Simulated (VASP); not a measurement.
# SiO2 in VASP: notebook

Runs on SiO2. Level: PBE+D3(BJ). Tasks: single point.

All numbers are computed with VASP 6.6.1; they aren't measurements. Logs are shortened: lines on timing, memory, paths and dates and some standing lists are left out, and cuts for length are marked.

### 1 The cell of the first run

The cell holds a sheet with vacuum, 6 atoms: a = 3.334 Å, b = 3.334 Å, c = 30.716 Å, α = 90.00°, β = 90.00°, γ = 90.00°.

### 2 Single point, PBE+D3(BJ)

The input, INCAR:

```
SYSTEM = SiO2
  PREC = Accurate
  ENCUT = 520
  EDIFF = 1E-6
  ISMEAR = 0
  SIGMA = 0.1
  LREAL = .FALSE.
  LASPH = .TRUE.
  NELM = 100
  ALGO = Normal
  ISIF = 2
  LWAVE = .FALSE.
  LCHARG = .FALSE.
  LDIPOL = .TRUE.
  IDIPOL = 3
  DIPOL = 0.5 0.5 0.293
  GGA = PE
  IVDW = 12
  NBANDS = 25
```

The input, KPOINTS:

```
Automatic mesh
0
G
  12 12 1
  0 0 0
```

The input, POSCAR:

```
SiO2
1.0
    3.3344423519      0.0000000000      0.0000000000
    0.0000000000      3.3344423519      0.0000000000
    0.0000000000      0.0000000000     30.7163372800
Si O
2 4
Direct
    0.0000000000      0.0000000000      0.2307850260
    0.0000000000      0.0000000000      0.3554701402
    0.0000000000      0.5000000000      0.2306697677
    0.5000000000      0.0000000000      0.2306697677
    0.0000000000      0.5000000000      0.3555853986
    0.5000000000      0.0000000000      0.3555853986
```

Potentials or basis: VASP PAW PBE potentials, release 64 (Si, O).

Run with:

```console
$ cat potpaw_PBE.64/Si/POTCAR potpaw_PBE.64/O/POTCAR > POTCAR
$ mpirun -np 1 vasp_std > vasp.out
```

OUTCAR:

```text
SYSTEM = SiO2
   PREC = Accurate
   ENCUT = 520
   EDIFF = 1E-6
   ISMEAR = 0
   LREAL = .FALSE.
   LASPH = .TRUE.
   NELM = 100
   ISIF = 2
   GGA = PE
   IVDW = 12
 IVDW          = 12

 ion  position               nearest neighbor table
   1  0.000  0.000  0.231-   3 1.67   4 1.67   3 1.67   4 1.67
   2  0.000  0.000  0.355-   5 1.67   6 1.67   5 1.67   6 1.67
   3  0.000  0.500  0.231-   1 1.67   1 1.67
   4  0.500  0.000  0.231-   1 1.67   1 1.67
   5  0.000  0.500  0.356-   2 1.67   2 1.67
   6  0.500  0.000  0.356-   2 1.67   2 1.67

  LATTYP: Found a simple tetragonal cell.
 ALAT       =     3.3344423519
 C/A-ratio  =     9.2118363547

  Lattice vectors:

 A1 = (   3.3344423519,   0.0000000000,   0.0000000000)
 A2 = (   0.0000000000,   3.3344423519,   0.0000000000)
 A3 = (   0.0000000000,   0.0000000000,  30.7163372800)

Analysis of symmetry for initial positions (statically):
=====================================================================
 Subroutine PRICEL returns:
 Original cell was already a primitive cell.

 Routine SETGRP: Setting up the symmetry group for a
 simple tetragonal supercell.

 Subroutine GETGRP returns: Found 16 space group operations
 (whereof  8 operations were pure point group operations)
 out of a pool of 16 trial point group operations.

The static configuration has the point symmetry C_4v.
 The point group associated with its full space group is D_4h.

Analysis of symmetry for dynamics (positions and initial velocities):
=====================================================================
 Subroutine PRICEL returns:
 Original cell was already a primitive cell.

 Routine SETGRP: Setting up the symmetry group for a
 simple tetragonal supercell.

 Subroutine GETGRP returns: Found 16 space group operations
 (whereof  8 operations were pure point group operations)
 out of a pool of 16 trial point group operations.

The dynamic configuration has the point symmetry C_4v.
 The point group associated with its full space group is D_4h.

 Subroutine INISYM returns: Found 16 space group operations
 (whereof  8 operations are pure point group operations),
 and found     1 'primitive' translations

----------------------------------------------------------------------------------------

                                     Primitive cell

  volume of cell :     341.5198
[... 105 lines left out ...]
   POTIM  = 0.5000    time-step for ionic-motion
   TEBEG  =    0.0;   TEEND  =   0.0 temperature during run
   PSTRESS=    0.0 pullay stress
   NELECT =      32.0000    total number of electrons
   NUPDOWN=      -1.0000    fix difference up-down
   EMIN   =  10.00;   EMAX   =-10.00  energy-range for DOS
   EFERMI =   0.00;   METHOD = LEGACY
   ISMEAR =     0;   SIGMA  =   0.10  broadening in eV -4-tet -1-fermi 0-gaus
   EFERMI_NEDOS =   21; number of points for ismear=-14 and -15
   IALGO  =     38    algorithm
   IMIX   =      4    mixing-type and parameters
     AMIX     =   0.40;   BMIX     =  1.00
     AMIX_MAG =   1.60;   BMIX_MAG =  1.00
  volume/ion in A,a.u.               =      56.92       384.11
  Fermi-wavevector in a.u.,A,eV,Ry     =   0.743566  1.405136  7.522531  0.552890
  Thomas-Fermi vector in A             =   1.838712
   LORBIT       =      0    0 simple, 1 ext, 2 COOP (PROOUT), +10 PAW based schemes
   GGA     = PE    functional components
   LHFCALC =     F    Hartree Fock is set to
   AEXX    =    0.0000 exact exchange contribution
   IVDW    =    12    specifies the selected vdW correction
   LEPSILON=     F    determine dielectric tensor
   LRPA    =     F    only Hartree local field effects (RPA)
 non-spin polarized calculation
 Gauss-broadening in eV      SIGMA  =   0.10
  energy-cutoff  :      520.00
  volume of cell :      341.52
 maximum number of plane-waves:      9248
 NGX is ok and might be reduce to    28
   NGX = 13   NGY = 13   NGZ =115

 dipolmoment           0.000000      0.000000     -0.000129 electrons x Angstroem

 number of electron      32.0000013 magnetization

 dipolmoment           0.000000      0.000000      0.000003 electrons x Angstroem

 Free energy of the ion-electron system (eV)
  ---------------------------------------------------
  ext. energy  EPLUGINS =         0.00000000
  ---------------------------------------------------
  free energy    TOTEN  =       -40.75244294 eV

  energy without entropy =      -40.74663680  energy(sigma->0) =      -40.74953987

 E-fermi :  -1.8161     XC(G=0):  -2.4367

 val. band max:       -1.8305404721   @ k =   0.5000   0.4167   0.0000
 cond. band min:      -1.7570718744   @ k =   0.0833   0.0833   0.0000
 fundamental gap:      0.0734685977
 Fermi energy:        -1.8160892538

 k-point     1 :       0.0000    0.0000    0.0000
  band No.  band energies     occupation
      1     -23.4398      2.00000
      2     -23.4117      2.00000
      3     -19.7941      2.00000
      4     -19.7854      2.00000
      5     -10.4412      2.00000
      6     -10.4412      2.00000
[... 661 lines left out ...]
     24       5.9584      0.00000
     25       6.0891      0.00000

 [... further k-points ...]

------------------------ aborting loop because EDIFF is reached ----------------------------------------

 vacuum level on the upper side and lower side of the slab       (xc-potential included)        -0.007        -0.007

 Edisp (eV)   -0.58639

 E8    (eV) :    -0.2077

  FORCE on cell =-STRESS in cart. coord.  units (eV):
  Direction    XX          YY          ZZ          XY          YZ          ZX
  --------------------------------------------------------------------------------------
  -------------------------------------------------------------------------------------
  Total       0.19645     0.19645    -0.08818     0.00000     0.00000     0.00000
  in kB       0.92163     0.92163    -0.41366     0.00000     0.00000     0.00000
  external pressure =        0.48 kB  Pullay stress =        0.00 kB

 VOLUME and BASIS-vectors are now :
 -----------------------------------------------------------------------------
  energy-cutoff  :      520.00
  volume of cell :      341.52
      direct lattice vectors                 reciprocal lattice vectors
     3.334442352  0.000000000  0.000000000     0.299900222  0.000000000  0.000000000
     0.000000000  3.334442352  0.000000000     0.000000000  0.299900222  0.000000000
     0.000000000  0.000000000 30.716337280     0.000000000  0.000000000  0.032555965

 POSITION                                       TOTAL-FORCE (eV/Angst)
 -----------------------------------------------------------------------------------
      0.00000      0.00000      7.08887         0.000000      0.000000      0.011040
      0.00000      0.00000     10.91874         0.000000     -0.000000     -0.011040
      0.00000      1.66722      7.08533         0.000000     -0.000000     -0.006639
      1.66722      0.00000      7.08533         0.000000     -0.000000     -0.006639
      0.00000      1.66722     10.92228        -0.000000      0.000000      0.006639
      1.66722      0.00000     10.92228         0.000000     -0.000000      0.006639
 -----------------------------------------------------------------------------------
    total drift:                                0.000000      0.000000      0.000090

  FREE ENERGIE OF THE ION-ELECTRON SYSTEM (eV)
  ---------------------------------------------------
  free  energy   TOTEN  =       -41.3388324652 eV

  energy  without entropy=      -41.3330263257  energy(sigma->0) =      -41.33592940

 vacuum level on the upper side and lower side of the slab         1.700         1.700
```

OSZICAR:

```text
N       E                     dE             d eps       ncg     rms          rms(c)
DAV:   1     0.302511445685E+03    0.30251E+03   -0.12244E+04  1528   0.959E+02
DAV:   2     0.240148561005E+01   -0.30011E+03   -0.27784E+03  2134   0.232E+02
DAV:   3    -0.491009823840E+02   -0.51502E+02   -0.50777E+02  1667   0.112E+02
[... 15 lines left out ...]
DAV:  19    -0.407524086211E+02   -0.38733E-04   -0.44908E-06  1216   0.416E-03    0.108E-03
DAV:  20    -0.407524273707E+02   -0.18750E-04   -0.11313E-06  1118   0.208E-03    0.586E-04
DAV:  21    -0.407524405050E+02   -0.13134E-04   -0.94621E-07  1089   0.171E-03    0.486E-04
DAV:  22    -0.407524421353E+02   -0.16303E-05   -0.43038E-08  1143   0.956E-04    0.231E-04
DAV:  23    -0.407524429406E+02   -0.80532E-06   -0.14705E-08  1166   0.462E-04
   1 F= -.41338832E+02 E0= -.41335929E+02  d E =-.580614E-02
```

Wall time 3.2 min (1 thread of Intel Xeon 6975P-C (Granite Rapids), shared host); peak memory 0.56 GiB.

Results:

| Item | Value |
| --- | --- |
| Free energy | -41.3388 eV |
| Largest force | 0.011 eV/Å |
| Band gap on the k mesh | zero (bands 16 and 17 overlap by 0.43 eV) |
| Dispersion energy per atom | -0.098 eV |

Forces in eV/Å, atoms in the order of the input:
```
Si   0.000  0.000  0.011
Si   0.000  0.000 -0.011
O    0.000  0.000 -0.007
O    0.000  0.000 -0.007
O    0.000  0.000  0.007
O    0.000  0.000  0.007
```

### 3 Single point, PBE+D3(BJ), collinear spin, ferromagnetic start

The input, INCAR:

```
PREC = Accurate
ENCUT = 520
EDIFF = 1E-6
ISMEAR = 0
SIGMA = 0.1
LREAL = F
LASPH = T
NELM = 150
ALGO = Normal
ISIF = 2
LWAVE = F
LCHARG = F
ISPIN = 2
MAGMOM = 0 0 1 1 1 1
LORBIT = 11
LDIPOL = T
IDIPOL = 3
DIPOL = 0.5 0.5 0.293
GGA = PE
IVDW = 12
NBANDS = 29
```

The input, KPOINTS:

```
Automatic mesh
0
Gamma
  6 6 1
```

POSCAR is that of step 2.

Potentials or basis: VASP PAW PBE potentials, release 64 (Si, O).

Run with:

```console
$ cat potpaw_PBE.64/Si/POTCAR potpaw_PBE.64/O/POTCAR > POTCAR
$ mpirun -np 1 vasp_std > vasp.out
```

Run time: 4.1 min. Hardware: 1 thread of Intel Xeon 6975P-C (Granite Rapids), shared host; peak memory 0.67 GiB.

Results (log left out):

```yaml
Free_energy: -41.3489 eV
Band_gap_on_the_k_mesh: zero (filled and empty bands overlap)
Net_moment: 0.00 μB per cell
Valence_electrons_inside_the_program's_atomic_spheres: Si 1.49; O 5.19
Dispersion_energy_per_atom: -0.098 eV
```

Forces on the atoms (eV/Å):
```
Si   0.000  0.000  0.000
Si   0.000  0.000  0.000
O    0.000  0.000 -0.002
O    0.000  0.000 -0.002
O    0.000  0.000  0.002
O    0.000  0.000  0.002
```

Levels at points of the mesh, in eV from the Fermi level:
Spin up:
```csv
k point,band 12,band 13,band 14,band 15,band 16,band 17,band 18,band 19,band 20,band 21
"(0.00, 0.00, 0.00)",-2.48,-1.72,-1.72,-1.71,-1.71,-0.44,0.70,2.99,3.17,3.48
"(0.50, 0.00, 0.00)",-4.17,-3.31,-3.28,-3.27,-3.26,2.07,3.20,3.26,4.81,5.99
"(0.50, 0.50, 0.00)",-4.21,-3.99,-3.99,0.01,0.01,0.10,1.33,4.30,5.90,8.16
```
Spin down:
```
           k point  band 13  band 14  band 15  band 16  band 17  band 18  band 19  band 20
(0.00, 0.00, 0.00)    -1.72    -1.72    -1.71    -1.71    -0.44     0.70     2.98     3.16
(0.50, 0.00, 0.00)    -3.31    -3.28    -3.27    -3.26     2.07     3.20     3.26     4.81
(0.50, 0.50, 0.00)    -3.99    -3.99     0.01     0.01     0.10     1.33     4.30     5.90
```

The gap in the log of VASP goes by the Fermi energy; the results here count the filled bands.